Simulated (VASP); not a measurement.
# Ti (P6_3/mmc) in VASP: a series of runs

Runs on Ti. Level: PBE. Tasks: single point.

All numbers are computed with VASP 6.6.1; they aren't measurements. Logs are shortened: lines on timing, memory, paths and dates and some standing lists are left out, and cuts for length are marked.

### 1 The cell of the first run

The structure is hexagonal, space group P6_3/mmc (No. 194). The conventional cell has a = 3.095 Å, b = 3.095 Å, c = 4.370 Å, α = 90.00°, β = 90.00°, γ = 120.00°. Ti (site symmetry -6m2) has 12 Ti at 2.82 to 3.10 Å within 3.7 Å.

### 2 Single point, PBE

INCAR reads:

```
  PREC = Accurate
  ENCUT = 500
  EDIFF = 1E-6
  ISMEAR = 0
  SIGMA = 0.1
  LREAL = False
  LASPH = True
  NELM = 120
  ALGO = Normal
  ISIF = 2
  LWAVE = False
  LCHARG = False
  GGA = PE
  NBANDS = 19
  GGA_COMPAT = False
```

KPOINTS reads:

```
regular mesh
0
Gamma
  12 12 8
```

POSCAR reads:

```
Ti
1.0
    3.0950015819      0.0000000000      0.0000000000
   -1.5475007910      2.6803499947      0.0000000000
    0.0000000000      0.0000000000      4.3696688159
Ti
2
Direct
    0.6666666667      0.3333333333      0.2500000000
    0.3333333333      0.6666666667      0.7500000000
```

Potentials or basis: VASP PAW PBE potentials, release 64 (Ti_sv).

The run is started by

```console
cat potpaw_PBE.64/Ti_sv/POTCAR > POTCAR
mpirun -np 1 vasp_std > vasp.out
```

OUTCAR:

```text
PREC = Accurate
   ENCUT = 500
   EDIFF = 1E-6
   ISMEAR = 0
   LREAL = False
   LASPH = True
   NELM = 120
   ISIF = 2
   GGA = PE

 ion  position               nearest neighbor table
   1  0.667  0.333  0.250-   2 2.82   2 2.82   2 2.82   2 2.82   2 2.82   2 2.82
   2  0.333  0.667  0.750-   1 2.82   1 2.82   1 2.82   1 2.82   1 2.82   1 2.82

  LATTYP: Found a hexagonal cell.
 ALAT       =     3.0950015819
 C/A-ratio  =     1.4118470380

  Lattice vectors:

 A1 = (   3.0950015819,   0.0000000000,   0.0000000000)
 A2 = (  -1.5475007910,   2.6803499947,   0.0000000000)
 A3 = (   0.0000000000,   0.0000000000,   4.3696688159)

Analysis of symmetry for initial positions (statically):
=====================================================================
 Subroutine PRICEL returns:
 Original cell was already a primitive cell.

 Routine SETGRP: Setting up the symmetry group for a
 hexagonal supercell.

 Subroutine GETGRP returns: Found 24 space group operations
 (whereof 12 operations were pure point group operations)
 out of a pool of 24 trial point group operations.

The static configuration has the point symmetry D_3d.
 The point group associated with its full space group is D_6h.

Analysis of symmetry for dynamics (positions and initial velocities):
=====================================================================
 Subroutine PRICEL returns:
 Original cell was already a primitive cell.

 Routine SETGRP: Setting up the symmetry group for a
 hexagonal supercell.

 Subroutine GETGRP returns: Found 24 space group operations
 (whereof 12 operations were pure point group operations)
 out of a pool of 24 trial point group operations.

The dynamic configuration has the point symmetry D_3d.
 The point group associated with its full space group is D_6h.

 Subroutine INISYM returns: Found 24 space group operations
 (whereof 12 operations are pure point group operations),
 and found     1 'primitive' translations

----------------------------------------------------------------------------------------

                                     Primitive cell

  volume of cell :      36.2494

  direct lattice vectors                    reciprocal lattice vectors
     3.095001582  0.000000000  0.000000000     0.323101612  0.186542803  0.000000000
    -1.547500791  2.680349995  0.000000000     0.000000000  0.373085605  0.000000000
     0.000000000  0.000000000  4.369668816     0.000000000  0.000000000  0.228850296
[... 76 lines left out ...]
   ISTART =      0    job   : 0-new  1-cont  2-samecut
   ICHARG =      2    charge: 1-file 2-atom 10-const
   ISPIN  =      1    spin polarized calculation?
   LNONCOLLINEAR =      F non collinear calculations
   LSORBIT =      F    spin-orbit coupling
   LASPH  =      T    aspherical Exc in radial PAW
   ENCUT  =  500.0 eV  36.75 Ry    6.06 a.u.   5.64  5.64  7.97*2*pi/ulx,y,z
   NELM   =    120;   NELMIN=  2; NELMDL= -5     # of ELM steps
   EDIFF  = 0.1E-05   stopping-criterion for ELM
   LREAL  =      F    real-space projection
   EDIFFG = 0.1E-04   stopping-criterion for IOM
   NSW    =      0    number of steps for IOM
   IBRION =     -1    ionic relax: 0-MD 1-quasi-New 2-CG
   NFREE  =      0    steps in history (QN), initial steepest desc. (CG)
   ISIF   =      2    stress and relaxation
   ISYM   =      2    0-nonsym 1-usesym 2-fastsym
   POTIM  = 0.5000    time-step for ionic-motion
   TEBEG  =    0.0;   TEEND  =   0.0 temperature during run
   PSTRESS=    0.0 pullay stress
   NELECT =      24.0000    total number of electrons
   NUPDOWN=      -1.0000    fix difference up-down
   EMIN   =  10.00;   EMAX   =-10.00  energy-range for DOS
   EFERMI =   0.00;   METHOD = LEGACY
   ISMEAR =     0;   SIGMA  =   0.10  broadening in eV -4-tet -1-fermi 0-gaus
   EFERMI_NEDOS =   21; number of points for ismear=-14 and -15
   IALGO  =     38    algorithm
   IMIX   =      4    mixing-type and parameters
     AMIX     =   0.40;   BMIX     =  1.00
     AMIX_MAG =   1.60;   BMIX_MAG =  1.00
  volume/ion in A,a.u.               =      18.12       122.31
  Fermi-wavevector in a.u.,A,eV,Ry     =   1.426850  2.696355 27.700108  2.035901
  Thomas-Fermi vector in A             =   2.547083
   LORBIT       =      0    0 simple, 1 ext, 2 COOP (PROOUT), +10 PAW based schemes
   GGA     = PE    functional components
   LHFCALC =     F    Hartree Fock is set to
   AEXX    =    0.0000 exact exchange contribution
   IVDW    =     0    specifies the selected vdW correction
   LEPSILON=     F    determine dielectric tensor
   LRPA    =     F    only Hartree local field effects (RPA)
 non-spin polarized calculation
 Gauss-broadening in eV      SIGMA  =   0.10
  energy-cutoff  :      500.00
  volume of cell :       36.25
 maximum number of plane-waves:       942
 NGX is ok and might be reduce to    24
   NGX = 11   NGY = 11   NGZ = 15

 number of electron      24.0000004 magnetization

 Free energy of the ion-electron system (eV)
  ---------------------------------------------------
  ext. energy  EPLUGINS =         0.00000000
  ---------------------------------------------------
  free energy    TOTEN  =       -15.55968233 eV

  energy without entropy =      -15.54670416  energy(sigma->0) =      -15.55319325

 E-fermi :   7.8971     XC(G=0): -11.2890

 val. band max:        7.8952732455   @ k =   0.0833   0.0833   0.0000
 cond. band min:       7.9026236522   @ k =   0.4167   0.0833   0.0000
 fundamental gap:      0.0073504068
 Fermi energy:         7.8970984376

 k-point     1 :       0.0000    0.0000    0.0000
  band No.  band energies     occupation
      1     -49.0700      2.00000
      2     -48.9006      2.00000
      3     -25.6810      2.00000
      4     -25.1173      2.00000
      5     -25.1173      2.00000
      6     -24.9632      2.00000
[... 505 lines left out ...]
      6     -25.1939      2.00000
[... 11 lines left out ...]
     18      10.6419      0.00000
     19      11.3336      0.00000

 [... further k-points ...]
[... 5 lines left out ...]
  --------------------------------------------------------------------------------------
  -------------------------------------------------------------------------------------
  Total       -1.6601572     -1.6601572      0.5993239      0.0000000      0.0000000      0.0000000
  in kB      -73.3768202    -73.3768203     26.4893487      0.0000000      0.0000000      0.0000000
  external PRESSURE =     -40.0880973 kB  Pullay stress =       0.0000000 kB

 VOLUME and BASIS-vectors are now :
 -----------------------------------------------------------------------------
  energy-cutoff  :      500.00
  volume of cell :       36.25
      direct lattice vectors                 reciprocal lattice vectors
     3.095001582  0.000000000  0.000000000     0.323101612  0.186542803  0.000000000
    -1.547500791  2.680349995  0.000000000     0.000000000  0.373085605  0.000000000
     0.000000000  0.000000000  4.369668816     0.000000000  0.000000000  0.228850296

 POSITION                                       TOTAL-FORCE (eV/Angst)
 -----------------------------------------------------------------------------------
      1.54750      0.89345      1.09242        -0.000000     -0.000000      0.000000
     -0.00000      1.78690      3.27725         0.000000      0.000000      0.000000
 -----------------------------------------------------------------------------------
    total drift:                               -0.000000      0.000000     -0.000000

  FREE ENERGIE OF THE ION-ELECTRON SYSTEM (eV)
  ---------------------------------------------------
  free  energy   TOTEN  =       -15.5596823320 eV

  energy  without entropy=      -15.5467041626  energy(sigma->0) =      -15.55319325
```

Wall time 72 s (1 thread of Intel Xeon 8259CL, shared host); peak memory 0.18 GiB.

What came out:

```yaml
Free_energy: -15.5597 eV
Pressure: -4.0 GPa
Band_gap_on_the_k_mesh: zero (band 12 reaches 8.61 eV, above the bottom of band 13 at 7.65 eV)
```

Stress tensor (GPa, compression positive):
```
-7.34  0.00  0.00
 0.00 -7.34  0.00
 0.00  0.00  2.65
```

### 3 Single point, PBE

This run uses another cell than the first one, of 18.47 Å³/atom, 1.019 times its volume.

INCAR reads:

```
ALGO     = Normal         # electronic algorithm
EDIFF    = 1E-6           # SCF threshold, eV
ENCUT    = 500            # plane-wave cutoff, eV
GGA      = PE             # functional
GGA_COMPAT= F            
ISIF     = 2              # what is computed and relaxed
ISMEAR   = 0              # smearing method
LASPH    = T              # aspherical terms in the spheres
LCHARG   = F              # write CHGCAR
LREAL    = F              # projectors in reciprocal space
LWAVE    = F              # write WAVECAR
NBANDS   = 19             # bands
NELM     = 120            # most SCF steps
PREC     = Accurate       # precision mode
SIGMA    = 0.1            # smearing width, eV
```

KPOINTS reads:

```
k-points
0
Gamma
  12 12 8
```

Changes to POSCAR since step 2:

```diff
@@ -4,3 +4,3 @@
    -1.5475007910      2.6803499947      0.0000000000
-    0.0000000000      0.0000000000      4.3696688159
+    0.0000000000      0.0000000000      4.4530692771
 Ti
```

Potentials or basis: VASP PAW PBE potentials, release 64 (Ti_sv).

The run is started by

```console
cat potpaw_PBE.64/Ti_sv/POTCAR > POTCAR
mpirun -np 1 vasp_std > vasp.out
```

Run time: 83 s. Hardware: 1 thread of Intel Xeon 8259CL, shared host; peak memory 0.18 GiB.

Results (log left out):

- Free energy: -15.5652 eV
- Pressure: -5.9 GPa
- Band gap on the k mesh: zero (band 12 reaches 8.44 eV, above the bottom of band 13 at 7.45 eV)

Stress tensor (GPa, compression positive):
```
-8.65  0.00  0.00
 0.00 -8.65  0.00
 0.00  0.00 -0.25
```

Levels at points of the mesh, in eV from the Fermi level:
| k point | band 8 | band 9 | band 10 | band 11 | band 12 | band 13 | band 14 | band 15 | band 16 | band 17 |
| --- | --- | --- | --- | --- | --- | --- | --- | --- | --- | --- |
| (0.00, 0.00, 0.00) | -32.90 | -6.06 | -2.51 | 0.60 | 0.60 | 1.07 | 1.07 | 1.21 | 1.21 | 1.36 |
| (0.50, 0.00, 0.00) | -32.94 | -2.40 | -2.06 | -1.58 | -1.01 | 0.04 | 0.89 | 1.46 | 2.75 | 3.10 |
| (0.00, 0.00, 0.50) | -32.98 | -4.06 | -4.06 | 0.35 | 0.35 | 0.35 | 0.35 | 0.43 | 0.43 | 2.64 |
| (0.50, 0.00, 0.50) | -33.01 | -2.38 | -2.38 | -0.60 | -0.60 | 1.13 | 1.13 | 1.34 | 1.34 | 2.98 |
